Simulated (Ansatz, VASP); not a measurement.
## Cs3Cd4Te4 in VASP and in Ansatz

```
Cs Cd Te
1.0
    -4.73711    4.73711    4.73711
     4.73711   -4.73711    4.73711
     4.73711    4.73711   -4.73711
Cs Cd Te
3 4 4
Direct
  0.00000 0.50000 0.50000
  0.50000 0.00000 0.50000
  0.50000 0.50000 0.00000
  0.24032 0.24032 0.24032
  0.00000 0.00000 0.75968
  0.00000 0.75968 0.00000
  0.75968 0.00000 0.00000
  0.59511 0.59511 0.59511
  0.00000 0.00000 0.40489
  0.00000 0.40489 0.00000
  0.40489 0.00000 0.00000
```

Alike in both runs: functional PBE; k mesh 6 × 6 × 6; occupations gaussian, width 0.1 eV; no spin polarisation.

Ansatz relaxed the structure, and its values are those at the end. VASP's run is a single point on that final structure, the one shown.

|  | VASP | Ansatz |
| --- | --- | --- |
| version | VASP 6.6.1 | Ansatz 0.2.0 |
| potentials or method | VASP PAW PBE potentials, release 64 (Cs_sv, Cd, Te), cutoff 520 eV | scalar-relativistic, plane waves, PAW |
| valence electrons in the cell | 99 | 171 |

Ansatz gave:

* gap on the k mesh at the Fermi level (eV): none
* pressure (GPa): 0.0

Problem. Which values does VASP return?

Solution. gap on the k mesh at the Fermi level (eV): none; pressure (GPa): 0.1.

A gap of «none» marks a metal or a gap that the smearing closes. VASP's potentials hold 99 valence electrons a cell and Ansatz's 171, so a difference there can come from the potentials and not from the codes.

Spin-orbit coupling is off throughout.
